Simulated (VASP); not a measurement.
# BaTiO3 (P1) in VASP: a series of runs

The runs below take BaTiO3 through single point, with LDA+U.

All numbers are computed with VASP 6.6.1; they aren't measurements. Logs are shortened: lines on timing, memory, paths and dates and some standing lists are left out, and cuts for length are marked.

**1. The cell of the first run**

The typed cell holds 10 atoms: a = 5.655 Å, b = 5.655 Å, c = 5.670 Å, α = 60.09°, β = 60.09°, γ = 60.00°.

**2. Single point, LDA+U**

INCAR

```
SYSTEM = BaTiO3
PREC     = Accurate       ! precision mode
ENCUT    = 600            ! plane-wave cutoff, eV
EDIFF    = 1E-6           ! SCF threshold, eV
ISMEAR   = -1             ! smearing method
SIGMA    = 0.05           ! smearing width, eV
LREAL    = .FALSE.        ! projectors in reciprocal space
LASPH    = .TRUE.         ! aspherical terms in the spheres
NELM     = 200            ! most SCF steps
ALGO     = Normal         ! electronic algorithm
ISIF     = 2              ! what is computed and relaxed
LWAVE    = .FALSE.        ! write WAVECAR
LCHARG   = .FALSE.        ! write CHGCAR
LMAXMIX  = 4              ! l up to which the mixer works
LDAU     = .TRUE.         ! DFT+U
LDAUTYPE = 2            
LDAUL    = -1 2 -1        ! shell
LDAUU    = 0 6 0          ! U, eV
LDAUJ    = 0 0 0        
LDAUPRINT= 1            
GGA      = CA             ! functional
NBANDS   = 51             ! bands
GGA_COMPAT= .FALSE.      
KPAR     = 4
```

KPOINTS

```
regular mesh
0
G
  6 6 6
  0 0 0
```

POSCAR

```
BaTiO3
1.0
    2.8276681600     -4.8976649200      0.0000000000
    5.6553363200      0.0000000000      0.0000000000
    2.8276681600     -1.6325549700      4.6354632200
Ba Ti O
2 2 6
Direct
    0.9177924700      0.9677509100      0.9738373600
    0.5774295100      0.6545572300      0.3489314600
    0.8554444300      0.7046525900      0.7824091600
    0.2254501000      0.1942032400      0.3459340700
    0.1078378300      0.4659246800      0.9425172400
    0.5268240400      0.0623520400      0.3607577300
    0.6266454800      0.3989537400      0.0195656800
    0.8613690900      0.0487807000      0.5609802200
    0.5045799500      0.9888950700      0.0529161400
    0.8179271000      0.5352298000      0.5482509300
```

Potentials or basis: VASP PAW LDA potentials, release 64 (Ba_sv, Ti_sv, O).

Command:

```sh
$ cat potpaw_LDA.64/Ba_sv/POTCAR potpaw_LDA.64/Ti_sv/POTCAR potpaw_LDA.64/O/POTCAR > POTCAR
$ mpirun -np 4 vasp_std > vasp.out
```

OUTCAR:

```text
SYSTEM = BaTiO3
   PREC = Accurate
   ENCUT = 600
   EDIFF = 1E-6
   ISMEAR = -1
   LREAL = .FALSE.
   LASPH = .TRUE.
   NELM = 200
   ISIF = 2
   GGA = CA

 ion  position               nearest neighbor table
   1  0.918  0.968  0.974-   9 2.10   7 2.22   6 2.27   8 2.31   3 2.46   5 2.55   2 2.63  10 2.87
                            10 2.92   4 2.97   4 3.30   3 3.62   4 3.67   2 4.01   2 4.12   2 4.37
   2  0.577  0.655  0.349-   9 1.82  10 1.85   6 2.21   1 2.63   4 2.68   3 2.71   7 2.73   5 2.79
                             8 2.84   5 3.14   4 3.26   3 3.51   3 3.69   1 4.01   1 4.12   1 4.37
   3  0.855  0.705  0.782-   5 1.68   8 1.72  10 2.12   7 2.16   9 2.26   1 2.46   2 2.71   2 3.51
                             1 3.62   2 3.69
   4  0.225  0.194  0.346-   6 1.51   9 2.02   8 2.14   5 2.24  10 2.34   2 2.68   1 2.97   2 3.26
                             1 3.30   1 3.67
   5  0.108  0.466  0.943-   3 1.68   4 2.24   1 2.55   2 2.79   2 3.14
   6  0.527  0.062  0.361-   4 1.51   2 2.21   1 2.27
   7  0.627  0.399  0.020-   3 2.16   1 2.22   2 2.73
   8  0.861  0.049  0.561-   3 1.72   4 2.14   1 2.31   2 2.84
   9  0.505  0.989  0.053-   2 1.82   4 2.02   1 2.10   3 2.26
  10  0.818  0.535  0.548-   2 1.85   3 2.12   4 2.34   1 2.87   1 2.92

  LATTYP: Found a trigonal (rhomboedric) cell.
 ALAT       =     5.6699613975
 COS(alpha) =     0.5025760694

  Lattice vectors:

 A1 = (  -0.0000000000,   3.2651099500,   4.6354632200)
 A2 = (  -2.8276681600,  -1.6325549700,   4.6354632200)
 A3 = (   2.8276681600,  -1.6325549700,   4.6354632200)

Analysis of symmetry for initial positions (statically):
=====================================================================
 Subroutine PRICEL returns:
 Original cell was already a primitive cell.

 Routine SETGRP: Setting up the symmetry group for a
 trigonal (rhombohedral) supercell.

 Subroutine GETGRP returns: Found  1 space group operations
 (whereof  1 operations were pure point group operations)
 out of a pool of 12 trial point group operations.

The static configuration has the point symmetry C_1 .

Analysis of symmetry for dynamics (positions and initial velocities):
=====================================================================
 Subroutine PRICEL returns:
 Original cell was already a primitive cell.

 Routine SETGRP: Setting up the symmetry group for a
 trigonal (rhombohedral) supercell.

 Subroutine GETGRP returns: Found  1 space group operations
 (whereof  1 operations were pure point group operations)
 out of a pool of 12 trial point group operations.

The dynamic configuration has the point symmetry C_1 .

 Subroutine INISYM returns: Found  1 space group operations
 (whereof  1 operations are pure point group operations),
 and found     1 'primitive' translations

----------------------------------------------------------------------------------------

                                     Primitive cell

  volume of cell :     128.3928

  direct lattice vectors                    reciprocal lattice vectors
     2.827668160 -4.897664920  0.000000000     0.000000000 -0.204178933 -0.071909390
     5.655336320  0.000000000  0.000000000     0.176824143  0.102089467 -0.071909390
     2.827668160 -1.632554970  4.635463220     0.000000000  0.000000000  0.215728171

  length of vectors
     5.655336320  5.655336320  5.669961395     0.216471701  0.216471701  0.215728171

[... 146 lines left out ...]
 -0.0050 -0.0017  0.1347  0.0108  0.0295
 -0.0149  0.0124  0.0108  0.2858 -0.0217
  0.0003  0.0761  0.0295 -0.0217  0.2443

spin component  2

  0.1612 -0.0421 -0.0050 -0.0149  0.0003
 -0.0421  0.2125 -0.0017  0.0124  0.0761
 -0.0050 -0.0017  0.1347  0.0108  0.0295
 -0.0149  0.0124  0.0108  0.2858 -0.0217
  0.0003  0.0761  0.0295 -0.0217  0.2443

 occupancies and eigenvectors

  o =  0.1077  v =  0.4291  0.5026  0.6109 -0.0884 -0.4270  0.0000  0.0000  0.0000  0.0000  0.0000      0.0000  0.0000  0.0000  0.0000  0.0000  0.0000  0.0000  0.0000  0.0000  0.0000
  o =  0.1077  v =  0.0000  0.0000  0.0000  0.0000  0.0000  0.4291  0.5026  0.6109 -0.0884 -0.4270      0.0000  0.0000  0.0000  0.0000  0.0000  0.0000  0.0000  0.0000  0.0000  0.0000
  o =  0.1401  v =  0.0000  0.0000  0.0000  0.0000  0.0000 -0.5892 -0.3538  0.7212 -0.0777  0.0394      0.0000  0.0000  0.0000  0.0000  0.0000  0.0000  0.0000  0.0000  0.0000  0.0000
  o =  0.1401  v = -0.5892 -0.3538  0.7212 -0.0777  0.0394  0.0000  0.0000  0.0000  0.0000  0.0000      0.0000  0.0000  0.0000  0.0000  0.0000  0.0000  0.0000  0.0000  0.0000  0.0000
  o =  0.1835  v =  0.6413 -0.4510  0.2995  0.2223  0.4962  0.0000  0.0000  0.0000  0.0000  0.0000      0.0000  0.0000  0.0000  0.0000  0.0000  0.0000  0.0000  0.0000  0.0000  0.0000
  o =  0.1835  v =  0.0000  0.0000  0.0000  0.0000  0.0000  0.6413 -0.4510  0.2995  0.2223  0.4962      0.0000  0.0000  0.0000  0.0000  0.0000  0.0000  0.0000  0.0000  0.0000  0.0000
  o =  0.2927  v = -0.1887  0.2455  0.0684  0.9484  0.0009  0.0000  0.0000  0.0000  0.0000  0.0000      0.0000  0.0000  0.0000  0.0000  0.0000  0.0000  0.0000  0.0000  0.0000  0.0000
  o =  0.2927  v =  0.0000  0.0000  0.0000  0.0000  0.0000 -0.1887  0.2455  0.0684  0.9484  0.0009      0.0000  0.0000  0.0000  0.0000  0.0000  0.0000  0.0000  0.0000  0.0000  0.0000
  o =  0.3146  v =  0.0000  0.0000  0.0000  0.0000  0.0000  0.1478 -0.5988 -0.1109  0.1931 -0.7550      0.0000  0.0000  0.0000  0.0000  0.0000  0.0000  0.0000  0.0000  0.0000  0.0000
  o =  0.3146  v =  0.1478 -0.5988 -0.1109  0.1931 -0.7550  0.0000  0.0000  0.0000  0.0000  0.0000      0.0000  0.0000  0.0000  0.0000  0.0000  0.0000  0.0000  0.0000  0.0000  0.0000

atom =   4  type =  2  l = 2

 onsite density matrix

spin component  1

  0.2356 -0.0262  0.0304 -0.0152  0.0446
 -0.0262  0.1890 -0.0035  0.0127  0.0155
  0.0304 -0.0035  0.1738  0.0024  0.1771
 -0.0152  0.0127  0.0024  0.1287 -0.0021
  0.0446  0.0155  0.1771 -0.0021  0.3572

spin component  2

  0.2356 -0.0262  0.0304 -0.0152  0.0446
 -0.0262  0.1890 -0.0035  0.0127  0.0155
  0.0304 -0.0035  0.1738  0.0024  0.1771
 -0.0152  0.0127  0.0024  0.1287 -0.0021
  0.0446  0.0155  0.1771 -0.0021  0.3572

 occupancies and eigenvectors

  o =  0.0648  v =  0.0073 -0.0936 -0.8476  0.0686  0.5177  0.0000  0.0000  0.0000  0.0000  0.0000      0.0000  0.0000  0.0000  0.0000  0.0000  0.0000  0.0000  0.0000  0.0000  0.0000
  o =  0.0648  v =  0.0000  0.0000  0.0000  0.0000  0.0000  0.0073 -0.0936 -0.8476  0.0686  0.5177      0.0000  0.0000  0.0000  0.0000  0.0000  0.0000  0.0000  0.0000  0.0000  0.0000
  o =  0.1256  v = -0.1065  0.1363 -0.0640 -0.9815  0.0515  0.0000  0.0000  0.0000  0.0000  0.0000      0.0000  0.0000  0.0000  0.0000  0.0000  0.0000  0.0000  0.0000  0.0000  0.0000
  o =  0.1256  v =  0.0000  0.0000  0.0000  0.0000  0.0000 -0.1065  0.1363 -0.0640 -0.9815  0.0515      0.0000  0.0000  0.0000  0.0000  0.0000  0.0000  0.0000  0.0000  0.0000  0.0000
  o =  0.1741  v =  0.0000  0.0000  0.0000  0.0000  0.0000 -0.4941 -0.8545  0.1267 -0.0697  0.0691      0.0000  0.0000  0.0000  0.0000  0.0000  0.0000  0.0000  0.0000  0.0000  0.0000
  o =  0.1741  v = -0.4941 -0.8545  0.1267 -0.0697  0.0691  0.0000  0.0000  0.0000  0.0000  0.0000      0.0000  0.0000  0.0000  0.0000  0.0000  0.0000  0.0000  0.0000  0.0000  0.0000
  o =  0.2428  v =  0.0000  0.0000  0.0000  0.0000  0.0000  0.8352 -0.4921 -0.0574 -0.1643 -0.1730      0.0000  0.0000  0.0000  0.0000  0.0000  0.0000  0.0000  0.0000  0.0000  0.0000
  o =  0.2428  v =  0.8352 -0.4921 -0.0574 -0.1643 -0.1730  0.0000  0.0000  0.0000  0.0000  0.0000      0.0000  0.0000  0.0000  0.0000  0.0000  0.0000  0.0000  0.0000  0.0000  0.0000
  o =  0.4771  v =  0.0000  0.0000  0.0000  0.0000  0.0000 -0.2164 -0.0184 -0.5081  0.0103 -0.8334      0.0000  0.0000  0.0000  0.0000  0.0000  0.0000  0.0000  0.0000  0.0000  0.0000
  o =  0.4771  v = -0.2164 -0.0184 -0.5081  0.0103 -0.8334  0.0000  0.0000  0.0000  0.0000  0.0000      0.0000  0.0000  0.0000  0.0000  0.0000  0.0000  0.0000  0.0000  0.0000  0.0000

 number of electron      80.0000001 magnetization

 Free energy of the ion-electron system (eV)
  ---------------------------------------------------
  ext. energy  EPLUGINS =         0.00000000
  ---------------------------------------------------
  free energy    TOTEN  =       -51.71428761 eV

  energy without entropy =      -51.71420662  energy(sigma->0) =      -51.71424712

 E-fermi :   5.8044     XC(G=0): -11.3761

 val. band max:        5.4508523449   @ k =  -0.0000   0.5000  -0.0000
 cond. band min:       6.1517134655   @ k =   0.5000   0.0000  -0.0000
 fundamental gap:      0.7008611206
 Fermi energy:         5.8044141314

 k-point     1 :       0.0000    0.0000    0.0000
  band No.  band energies     occupation
      1     -53.4070      2.00000
      2     -52.9383      2.00000
      3     -30.7402      2.00000
      4     -30.0825      2.00000
      5     -29.9479      2.00000
      6     -29.8796      2.00000
[... 1285 lines left out ...]
     50       9.5160      0.00000
     51      10.2908      0.00000

 [... further k-points ...]

------------------------ aborting loop because EDIFF is reached ----------------------------------------

  FORCE on cell =-STRESS in cart. coord.  units (eV):
  Direction    XX          YY          ZZ          XY          YZ          ZX
  --------------------------------------------------------------------------------------
  -------------------------------------------------------------------------------------
  Total       53.1168261     63.5741869     57.4345300     -2.1725926    -22.0416300     -8.5268848
  in kB      662.8298428    793.3242881    716.7092475    -27.1111687   -275.0512636   -106.4045827
  external PRESSURE =     724.2877928 kB  Pullay stress =       0.0000000 kB

 VOLUME and BASIS-vectors are now :
 -----------------------------------------------------------------------------
  energy-cutoff  :      600.00
  volume of cell :      128.39
      direct lattice vectors                 reciprocal lattice vectors
     2.827668160 -4.897664920  0.000000000     0.000000000 -0.204178933 -0.071909390
     5.655336320  0.000000000  0.000000000     0.176824143  0.102089467 -0.071909390
     2.827668160 -1.632554970  4.635463220     0.000000000  0.000000000  0.215728171

 POSITION                                       TOTAL-FORCE (eV/Angst)
 -----------------------------------------------------------------------------------
     10.82186     -6.08488      4.51419        11.152615    -11.239721     -1.452569
      6.32118     -3.39771      1.61746       -21.897525      4.403205     12.402037
      8.61635     -5.46701      3.62683       -11.055253      6.287826     -1.881801
      2.71397     -1.66894      1.60356         2.474529     13.284108     -5.228849
      5.60502     -2.06686      4.36900        -0.583133     -3.949196      1.729186
      2.86241     -3.16916      1.67228         5.252999     -9.106515      8.182820
      4.08349     -3.10104      0.09070         4.704073      2.514572     -0.079169
      4.29780     -5.13453      2.60040         2.090340     -0.956089     -5.501114
      7.16895     -2.55765      0.24529         2.734600     12.711343    -11.959193
      6.89000     -4.90098      2.54140         5.126755    -13.949534      3.788653
 -----------------------------------------------------------------------------------
    total drift:                               -0.000120      0.000423      0.000450

  FREE ENERGIE OF THE ION-ELECTRON SYSTEM (eV)
  ---------------------------------------------------
  free  energy   TOTEN  =       -51.7142876143 eV

  energy  without entropy=      -51.7142066233  energy(sigma->0) =      -51.71424712
```

Run time: 5.7 min. Hardware: 4 MPI ranks of Intel Xeon Platinum 8488C (Sapphire Rapids), shared host; peak memory 0.76 GiB.

What came out:

* Free energy: -51.7143 eV
* Pressure: 72.4 GPa
* Largest force: 25.548 eV/Å
* Band gap on the k mesh: 0.70 eV (least direct gap 0.88 eV)

Forces in eV/Å, atoms in the order of the input:
```
Ba   11.153 -11.240  -1.453
Ba  -21.898   4.403  12.402
Ti  -11.055   6.288  -1.882
Ti    2.475  13.284  -5.229
O    -0.583  -3.949   1.729
O     5.253  -9.107   8.183
O     4.704   2.515  -0.079
O     2.090  -0.956  -5.501
O     2.735  12.711 -11.959
O     5.127 -13.950   3.789
```

Levels at points of the mesh, in eV from the valence-band top:
```tsv
k point	band 37	band 38	band 39	band 40	band 41	band 42	band 43	band 44
(0.00, 0.00, 0.00)	-2.21	-1.29	-0.53	-0.13	0.93	1.25	1.34	1.95
(0.50, 0.00, 0.00)	-2.23	-1.55	-0.85	-0.22	0.70	1.17	1.61	1.93
(0.00, 0.50, 0.00)	-2.11	-1.39	-0.19	0.00	0.91	1.17	1.63	1.94
(0.50, 0.50, 0.50)	-2.52	-1.29	-0.58	-0.06	0.88	1.20	1.51	2.03
(0.50, 0.50, 0.00)	-2.35	-1.34	-0.48	-0.20	0.97	1.32	1.61	2.08
(0.00, 0.50, 0.50)	-2.02	-1.46	-0.68	-0.25	1.13	1.42	1.64	2.08
(0.50, 0.00, 0.50)	-1.95	-1.74	-0.96	-0.29	1.03	1.35	1.40	1.84
(0.00, 0.00, 0.50)	-1.85	-1.59	-0.80	-0.31	1.14	1.35	1.61	1.96
```

Eigenvalues of the final occupation matrices:
| site | spin | trace | eigenvalues |
| --- | --- | --- | --- |
| site 3 d | 1 | 1.04 | 0.11 0.14 0.18 0.29 0.31 |
| site 3 d | 2 | 1.04 | 0.11 0.14 0.18 0.29 0.31 |
| site 4 d | 1 | 1.08 | 0.06 0.13 0.17 0.24 0.48 |
| site 4 d | 2 | 1.08 | 0.06 0.13 0.17 0.24 0.48 |

Caveat: atoms lie so close that the PAW spheres overlap strongly, which falsifies energies and pressures; the stress differs along the axes, from 66 to 79 GPa; spin-orbit coupling is left out, which moves the levels of the heavy elements; forces of over 1 eV/Å act on the atoms, so gaps and moduli don't describe the material at rest. A k mesh can miss the band edges.

**3. Single point, LDA+U**

INCAR

```
PREC = Accurate ; ENCUT = 600
EDIFF = 1E-6 ; ISMEAR = -1
SIGMA = 0.05 ; LREAL = F
LASPH = T ; NELM = 200
ALGO = Normal ; ISIF = 2
LWAVE = F ; LCHARG = F
LMAXMIX = 4 ; LDAU = T
LDAUTYPE = 2 ; LDAUL = -1 2 -1
LDAUU = 0 1 0 ; LDAUJ = 0 0 0
LDAUPRINT = 1 ; NBANDS = 51
GGA_COMPAT = F ; KPAR = 4
```

KPOINTS

```
regular mesh
0
Gamma
  6 6 6
```

POSCAR is that of step 2.

Potentials or basis: VASP PAW LDA potentials, release 64 (Ba_sv, Ti_sv, O).

Command:

```sh
$ cat potpaw_LDA.64/Ba_sv/POTCAR potpaw_LDA.64/Ti_sv/POTCAR potpaw_LDA.64/O/POTCAR > POTCAR
$ mpirun -np 4 vasp_std > vasp.out
```

It took 8.9 min on 4 MPI ranks of Intel Xeon Platinum 8175M at 2.50GHz (Skylake/Cascade Lake), shared host; peak memory 0.78 GiB.

It converged, with:

| Item | Value |
| --- | --- |
| Free energy | -59.7656 eV |
| Pressure | 67.4 GPa |
| Largest force | 25.231 eV/Å |
| Band gap on the k mesh | 0.42 eV (least direct gap 0.50 eV) |

Forces on the atoms (eV/Å):
```
Ba   10.777 -11.191  -1.722
Ba  -21.736   4.335  12.057
Ti   -9.998   5.185  -1.743
Ti    2.188  12.112  -5.317
O    -0.427  -2.809   1.143
O     5.227  -7.998   8.022
O     4.798   2.469  -0.162
O     1.159  -1.164  -4.791
O     2.835  12.902 -11.541
O     5.177 -13.842   4.054
```

Stress tensor (GPa, compression positive):
```
 62.12  -3.40 -10.06
 -3.40  73.30 -26.27
-10.06 -26.27  66.66
```

Levels at points of the mesh, in eV from the valence-band top:
| k point | band 38 | band 39 | band 40 | band 41 | band 42 | band 43 |
| --- | --- | --- | --- | --- | --- | --- |
| (0.00, 0.00, 0.00) | -1.26 | -0.50 | -0.15 | 0.50 | 1.00 | 1.27 |
| (0.50, 0.00, 0.00) | -1.51 | -0.82 | -0.20 | 0.49 | 0.83 | 1.35 |
| (0.00, 0.50, 0.00) | -1.35 | -0.18 | 0.00 | 0.50 | 1.03 | 1.40 |
| (0.50, 0.50, 0.50) | -1.26 | -0.58 | -0.07 | 0.44 | 1.04 | 1.22 |
| (0.50, 0.50, 0.00) | -1.33 | -0.48 | -0.20 | 0.71 | 1.01 | 1.31 |
| (0.00, 0.50, 0.50) | -1.44 | -0.65 | -0.24 | 0.72 | 1.17 | 1.43 |
| (0.50, 0.00, 0.50) | -1.71 | -0.87 | -0.27 | 0.51 | 1.12 | 1.27 |
| (0.00, 0.00, 0.50) | -1.59 | -0.82 | -0.32 | 0.80 | 1.12 | 1.37 |

Eigenvalues of the final occupation matrices:
```
    site  spin  trace               eigenvalues
site 3 d     1   1.13  0.14 0.17 0.21 0.30 0.32
site 3 d     2   1.13  0.14 0.17 0.21 0.30 0.32
site 4 d     1   1.18  0.11 0.15 0.20 0.26 0.45
site 4 d     2   1.18  0.11 0.15 0.20 0.26 0.45
```

Caveat: atoms lie so close that the PAW spheres overlap strongly, which falsifies energies and pressures; the stress differs along the axes, from 62 to 73 GPa; spin-orbit coupling is left out, which moves the levels of the heavy elements; forces of over 1 eV/Å act on the atoms, so gaps and moduli don't describe the material at rest. A k mesh can miss the band edges.
